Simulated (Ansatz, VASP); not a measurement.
**Two plane-wave programs on Mo2Ir**

```
Mo Ir
1.0
     4.28600    0.00000    0.00000
    -2.14300    3.71178    0.00000
     0.00000    0.00000    2.72457
Mo Ir
2 1
Cartesian
  0.0000 2.4745 1.3623
  2.1430 1.2373 1.3623
  0.0000 0.0000 0.0000
```

Alike in both runs: task relaxation of cell and atoms; functional PBE; k mesh 6 × 6 × 6; occupations gaussian, width 0.1 eV; no spin polarisation.

```csv
,VASP,Ansatz
version,VASP 6.6.1,Ansatz 0.2.0
potentials or method,"VASP PAW PBE potentials, release 64 (Mo_sv, Ir), cutoff 600 eV","scalar-relativistic, plane waves, PAW"
valence electrons in the cell,37,45
```

VASP gave:

| Property | Result |
| --- | --- |
| gap on the k mesh at the Fermi level, each at its own relaxed structure (eV) | none |
| relaxed volume (Å³/atom) | 15.38 |
| relaxed cell length with the largest relative difference (Å) | 4.427 |

**Question.** What did Ansatz give for the same quantities?

**Answer.** gap on the k mesh at the Fermi level, each at its own relaxed structure (eV): none; relaxed volume (Å³/atom): 15.36; relaxed cell length with the largest relative difference (Å): 4.424.

A gap of «none» marks a metal or a gap that the smearing closes. VASP's potentials hold 37 valence electrons a cell and Ansatz's 45, so a difference there can come from the potentials and not from the codes.

The k mesh is coarse, so the values compare programs but aren't converged. Spin-orbit coupling is off throughout.
